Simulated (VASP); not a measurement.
Li, 2 atoms in the cell. The structure is hexagonal, space group P6_3/mmc (No. 194). Conventional cell: a = 3.173 Å, b = 3.173 Å, c = 5.093 Å, α = 90.00°, β = 90.00°, γ = 120.00°. Li (site symmetry -6m2) has 12 Li at 3.14 to 3.17 Å within 4.1 Å.  This cell differs from its parent crystal: equal xx and yy strain of +2 %.

- Program: VASP 6.6.1
- Task: electric field gradients
- Functional: PBEsol
- Potentials or basis: VASP PAW PBE potentials, release 64 (Li_sv)
- Cutoff: 520 eV
- k mesh: 15 × 15 × 8
- Occupations: fermi-dirac, width 0.08 eV
- Spin: no spin polarisation
- Dipole correction: no
- Further INCAR settings: ALGO = Normal; EDIFF = 1e-08; NBANDS = 10

Potentials or basis: VASP PAW PBE potentials, release 64 (Li_sv).

Run with:

```bash
$ cat potpaw_PBE.64/Li_sv/POTCAR > POTCAR
$ mpirun -np 1 vasp_std > vasp.out
```

Hardware: 1 thread of Intel Xeon 8259CL, with other jobs on the host.

Q: Estimate the wall time of this run.

A: It took 56 s on 1 thread of Intel Xeon 8259CL, with other jobs on the host, peak memory 0.18 GiB. Counts: scf iterations 13, k points 135.
